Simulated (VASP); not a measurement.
# TaN in VASP: notebook

TaN is run at these levels: PBE, revPBE; tasks: single point.

Program: VASP 6.6.1. These are calculated values, not measurements. Logs are shortened: lines on timing, memory, paths and dates and some standing lists are left out, and cuts for length are marked.

## Step 1: The cell of the first run

Symmetry: Fm-3m, No. 225, cubic system. Conventional cell: a = 4.509 Å, b = 4.509 Å, c = 4.509 Å, α = 90.00°, β = 90.00°, γ = 90.00°. Ta (site symmetry m-3m) has 6 N at 2.25 Å within 3.0 Å. N (site symmetry m-3m) has 6 Ta at 2.25 Å within 3.0 Å.

## Step 2: Single point, PBE

INCAR

```
SYSTEM = TaN
PREC = Accurate
ENCUT = 520
EDIFF = 1E-6
ISMEAR = -1
SIGMA = 0.05
LREAL = .False.
LASPH = .True.
NELM = 100
ALGO = Normal
ISIF = 2
LWAVE = .False.
LCHARG = .False.
GGA = PE
NBANDS = 15
```

KPOINTS

```
regular mesh
0
Gamma
  10 10 10
  0 0 0
```

POSCAR

```
TaN
1.0
    0.0000000000      2.2546932853      2.2546932853
    2.2546932853      0.0000000000      2.2546932853
    2.2546932853      2.2546932853      0.0000000000
Ta N
1 1
Direct
    0.5000000000      0.5000000000      0.5000000000
    0.0000000000      0.0000000000      0.0000000000
```

Potentials or basis: VASP PAW PBE potentials, release 64 (Ta_pv, N).

On the command line:

```bash
$ cat potpaw_PBE.64/Ta_pv/POTCAR potpaw_PBE.64/N/POTCAR > POTCAR
$ mpirun -np 1 vasp_std > vasp.out
```

OUTCAR:

```text
SYSTEM = TaN
   PREC = Accurate
   ENCUT = 520
   EDIFF = 1E-6
   ISMEAR = -1
   LREAL = .False.
   LASPH = .True.
   NELM = 100
   ISIF = 2
   GGA = PE

 ion  position               nearest neighbor table
   1  0.500  0.500  0.500-   2 2.25   2 2.25   2 2.25   2 2.25   2 2.25   2 2.25
   2  0.000  0.000  0.000-   1 2.25   1 2.25   1 2.25   1 2.25   1 2.25   1 2.25

  LATTYP: Found a face centered cubic cell.
 ALAT       =     4.5093865706

  Lattice vectors:

 A1 = (   0.0000000000,   2.2546932853,   2.2546932853)
 A2 = (   2.2546932853,   0.0000000000,   2.2546932853)
 A3 = (   2.2546932853,   2.2546932853,   0.0000000000)

Analysis of symmetry for initial positions (statically):
=====================================================================
 Subroutine PRICEL returns:
 Original cell was already a primitive cell.

 Routine SETGRP: Setting up the symmetry group for a
 face centered cubic supercell.

 Subroutine GETGRP returns: Found 48 space group operations
 (whereof 48 operations were pure point group operations)
 out of a pool of 48 trial point group operations.

The static configuration has the point symmetry O_h .

Analysis of symmetry for dynamics (positions and initial velocities):
=====================================================================
 Subroutine PRICEL returns:
 Original cell was already a primitive cell.

 Routine SETGRP: Setting up the symmetry group for a
 face centered cubic supercell.

 Subroutine GETGRP returns: Found 48 space group operations
 (whereof 48 operations were pure point group operations)
 out of a pool of 48 trial point group operations.

The dynamic configuration has the point symmetry O_h .

 Subroutine INISYM returns: Found 48 space group operations
 (whereof 48 operations are pure point group operations),
 and found     1 'primitive' translations

----------------------------------------------------------------------------------------

                                     Primitive cell

  volume of cell :      22.9241

  direct lattice vectors                    reciprocal lattice vectors
     0.000000000  2.254693285  2.254693285    -0.221759653  0.221759653  0.221759653
     2.254693285  0.000000000  2.254693285     0.221759653 -0.221759653  0.221759653
     2.254693285  2.254693285  0.000000000     0.221759653  0.221759653 -0.221759653

  length of vectors
     3.188617823  3.188617823  3.188617823     0.384098986  0.384098986  0.384098986

  position of ions in fractional coordinates (direct lattice)
     0.500000000  0.500000000  0.500000000
     0.000000000  0.000000000  0.000000000

  ion indices of the primitive-cell ions
   primitive index   ion index
                 1           1
                 2           2

----------------------------------------------------------------------------------------

 KPOINTS: regular mesh

Automatic generation of k-mesh.
 Grid dimensions read from file:
 generate k-points for:   10   10   10

 Generating k-lattice:

  Cartesian coordinates                     Fractional coordinates (reciprocal lattice)
    -0.022175965  0.022175965  0.022175965     0.100000000  0.000000000  0.000000000
     0.022175965 -0.022175965  0.022175965     0.000000000  0.100000000  0.000000000
     0.022175965  0.022175965 -0.022175965     0.000000000  0.000000000  0.100000000

  Length of vectors
     0.038409899  0.038409899  0.038409899

  Shift w.r.t. Gamma in fractional coordinates (k-lattice)
     0.000000000  0.000000000  0.000000000

 Subroutine IBZKPT returns following result:
 ===========================================

 Found     47 irreducible k-points:

 Following reciprocal coordinates:
            Coordinates               Weight
  0.000000  0.000000  0.000000      1.000000
  0.100000  0.000000  0.000000      8.000000
  0.200000  0.000000  0.000000      8.000000
  0.300000  0.000000  0.000000      8.000000
  0.400000  0.000000  0.000000      8.000000
  0.500000  0.000000  0.000000      4.000000
[... 16 lines left out ...]
  0.300000  0.300000  0.000000      6.000000
  0.400000  0.300000  0.000000     24.000000
 [... further k-points ...]
   k-points           NKPTS =     47   k-points in BZ     NKDIM =     47   number of bands    NBANDS=     15
   number of dos      NEDOS =    301   number of ions     NIONS =      2
   total plane-waves  NPLWV =  13824
   dimension x,y,z NGX =    24 NGY =   24 NGZ =   24
   dimension x,y,z NGXF=    48 NGYF=   48 NGZF=   48
   ions per type =               1   1
   NGX,Y,Z   is equivalent  to a cutoff of  12.51, 12.51, 12.51 a.u.
   NGXF,Y,Z  is equivalent  to a cutoff of  25.03, 25.03, 25.03 a.u.
 SYSTEM =  TaN
   PREC   = accura    normal or accurate (medium, high low for compatibility)
   ISTART =      0    job   : 0-new  1-cont  2-samecut
   ICHARG =      2    charge: 1-file 2-atom 10-const
   ISPIN  =      1    spin polarized calculation?
   LNONCOLLINEAR =      F non collinear calculations
   LSORBIT =      F    spin-orbit coupling
   LASPH  =      T    aspherical Exc in radial PAW
   ENCUT  =  520.0 eV  38.22 Ry    6.18 a.u.   5.93  5.93  5.93*2*pi/ulx,y,z
   NELM   =    100;   NELMIN=  2; NELMDL= -5     # of ELM steps
   EDIFF  = 0.1E-05   stopping-criterion for ELM
   LREAL  =      F    real-space projection
   EDIFFG = 0.1E-04   stopping-criterion for IOM
   NSW    =      0    number of steps for IOM
   IBRION =     -1    ionic relax: 0-MD 1-quasi-New 2-CG
   NFREE  =      0    steps in history (QN), initial steepest desc. (CG)
   ISIF   =      2    stress and relaxation
   ISYM   =      2    0-nonsym 1-usesym 2-fastsym
   POTIM  = 0.5000    time-step for ionic-motion
   TEBEG  =    0.0;   TEEND  =   0.0 temperature during run
   PSTRESS=    0.0 pullay stress
   NELECT =      16.0000    total number of electrons
   NUPDOWN=      -1.0000    fix difference up-down
   EMIN   =  10.00;   EMAX   =-10.00  energy-range for DOS
   EFERMI =   0.00;   METHOD = LEGACY
   ISMEAR =    -1;   SIGMA  =   0.05  broadening in eV -4-tet -1-fermi 0-gaus
   EFERMI_NEDOS =   21; number of points for ismear=-14 and -15
   IALGO  =     38    algorithm
   IMIX   =      4    mixing-type and parameters
     AMIX     =   0.40;   BMIX     =  1.00
     AMIX_MAG =   1.60;   BMIX_MAG =  1.00
  volume/ion in A,a.u.               =      11.46        77.35
  Fermi-wavevector in a.u.,A,eV,Ry     =   1.452170  2.744203 28.691921  2.108797
  Thomas-Fermi vector in A             =   2.569583
   LORBIT       =      0    0 simple, 1 ext, 2 COOP (PROOUT), +10 PAW based schemes
   GGA     = PE    functional components
   LHFCALC =     F    Hartree Fock is set to
   AEXX    =    0.0000 exact exchange contribution
   IVDW    =     0    specifies the selected vdW correction
   LEPSILON=     F    determine dielectric tensor
   LRPA    =     F    only Hartree local field effects (RPA)
 non-spin polarized calculation
  energy-cutoff  :      520.00
  volume of cell :       22.92
 maximum number of plane-waves:       636
   NGX = 11   NGY = 11   NGZ = 11

 number of electron      16.0000000 magnetization

 Free energy of the ion-electron system (eV)
  ---------------------------------------------------
  ext. energy  EPLUGINS =         0.00000000
  ---------------------------------------------------
  free energy    TOTEN  =       -21.76689867 eV

  energy without entropy =      -21.76039546  energy(sigma->0) =      -21.76364706

 E-fermi :   8.7315     XC(G=0): -13.0260

 val. band max:        8.6570426117   @ k =  -0.2000   0.2000   0.0000
 cond. band min:       8.7483492239   @ k =   0.0000   0.0000   0.0000
 fundamental gap:      0.0913066123
 Fermi energy:         8.7315349592

 k-point     1 :       0.0000    0.0000    0.0000
  band No.  band energies     occupation
      1     -27.2239      2.00000
      2     -27.2239      2.00000
      3     -27.2239      2.00000
      4      -9.5293      2.00000
      5       5.1100      2.00000
      6       5.1100      2.00000
      7       5.1100      2.00000
      8       6.7957      2.00000
      9       6.7957      2.00000
     10       6.7957      2.00000
     11       8.7483      0.83342
     12       8.7484      0.83341
     13       9.6147      0.00000
     14      18.0804      0.00000
     15      20.8893      0.00000

 k-point     2 :       0.1000    0.0000    0.0000
  band No.  band energies     occupation
      1     -27.2882      2.00000
      2     -27.2301      2.00000
      3     -27.2301      2.00000
      4      -9.3229      2.00000
      5       4.0495      2.00000
      6       4.4342      2.00000
      7       4.4342      2.00000
      8       7.1204      2.00000
      9       7.1204      2.00000
     10       7.1675      2.00000
     11       9.5788      0.00000
     12       9.5788      0.00000
     13      10.3389      0.00000
     14      18.7371      0.00000
     15      20.8891      0.00000

 k-point     3 :       0.2000    0.0000    0.0000
  band No.  band energies     occupation
      1     -27.4527      2.00000
      2     -27.2464      2.00000
      3     -27.2464      2.00000
      4      -8.7575      2.00000
      5       2.3017      2.00000
      6       3.3425      2.00000
      7       3.3425      2.00000
      8       7.6468      2.00000
      9       7.8584      2.00000
     10       7.8584      2.00000
     11      11.2947      0.00000
     12      11.2947      0.00000
     13      11.8005      0.00000
     14      20.1822      0.00000
     15      20.8888      0.00000

 k-point     4 :       0.3000    0.0000    0.0000
  band No.  band energies     occupation
      1     -27.6490      2.00000
      2     -27.2665      2.00000
      3     -27.2665      2.00000
      4      -7.9848      2.00000
      5       0.6616      2.00000
      6       2.4379      2.00000
      7       2.4379      2.00000
      8       8.3965      1.99754
      9       8.8829      0.09247
     10       8.8829      0.09247
     11      13.0113      0.00000
     12      13.1587      0.00000
     13      13.1587      0.00000
     14      20.2024      0.00000
     15      20.9013      0.00000
[... 307 lines left out ...]
 k-point    22 :      -0.2000    0.2000    0.0000
  band No.  band energies     occupation
      1     -27.6139      2.00000
      2     -27.3877      2.00000
      3     -27.2602      2.00000
      4      -7.9150      2.00000
      5       0.6106      2.00000
      6       2.1904      2.00000
      7       2.8242      2.00000
      8       8.3260      1.99940
      9       8.6570      1.63211
     10      10.1608      0.00000
     11      10.5818      0.00000
     12      14.1591      0.00000
     13      14.5644      0.00000
     14      20.4951      0.00000
     15      20.9246      0.00000

 k-point    23 :       0.3000    0.3000    0.0000
  band No.  band energies     occupation
      1     -27.6015      2.00000
      2     -27.3649      2.00000
      3     -27.3649      2.00000
      4      -8.2508      2.00000
      5       0.9826      2.00000
      6       4.0682      2.00000
      7       4.0682      2.00000
      8       4.5655      2.00000
      9       9.8693      0.00000
     10      10.8582      0.00000
     11      10.8582      0.00000
     12      11.0754      0.00000
     13      16.2734      0.00000
     14      20.5687      0.00000
     15      20.9433      0.00000

 k-point    24 :       0.4000    0.3000    0.0000
  band No.  band energies     occupation
      1     -27.6784      2.00000
      2     -27.4066      2.00000
      3     -27.3876      2.00000
      4      -8.1031      2.00000
      5       1.1424      2.00000
      6       3.1840      2.00000
      7       3.7793      2.00000
      8       5.1447      2.00000
      9      10.6400      0.00000
     10      11.2967      0.00000
     11      11.3717      0.00000
     12      11.9655      0.00000
     13      16.3255      0.00000
     14      18.5655      0.00000
     15      20.8980      0.00000

 [... further k-points ...]
[... 5 lines left out ...]
  --------------------------------------------------------------------------------------
  -------------------------------------------------------------------------------------
  Total       -2.4796889     -2.4796889     -2.4796889     -0.0000000      0.0000000     -0.0000000
  in kB     -173.3067080   -173.3067080   -173.3067080     -0.0000000      0.0000000     -0.0000000
  external PRESSURE =    -173.3067080 kB  Pullay stress =       0.0000000 kB

 VOLUME and BASIS-vectors are now :
 -----------------------------------------------------------------------------
  energy-cutoff  :      520.00
  volume of cell :       22.92
      direct lattice vectors                 reciprocal lattice vectors
     0.000000000  2.254693285  2.254693285    -0.221759653  0.221759653  0.221759653
     2.254693285  0.000000000  2.254693285     0.221759653 -0.221759653  0.221759653
     2.254693285  2.254693285  0.000000000     0.221759653  0.221759653 -0.221759653

 POSITION                                       TOTAL-FORCE (eV/Angst)
 -----------------------------------------------------------------------------------
      2.25469      2.25469      2.25469         0.000000      0.000000     -0.000000
      0.00000      0.00000      0.00000        -0.000000     -0.000000      0.000000
 -----------------------------------------------------------------------------------
    total drift:                                0.000000     -0.000000     -0.000000

  FREE ENERGIE OF THE ION-ELECTRON SYSTEM (eV)
  ---------------------------------------------------
  free  energy   TOTEN  =       -21.7668986720 eV

  energy  without entropy=      -21.7603954569  energy(sigma->0) =      -21.76364706
```

It took 16 s on 1 thread of Intel Xeon 8259CL, shared host; peak memory 0.15 GiB.

Results:

| Quantity | Value |
| --- | --- |
| Free energy | -21.7669 eV |
| Pressure | -17.3 GPa |
| Band gap on the k mesh | zero (bands 8 and 9 overlap by 3.58 eV) |

Caveat: the cell stands under tension; spin-orbit coupling is left out, which moves the levels of the heavy elements.

[end of part 1 of 3]
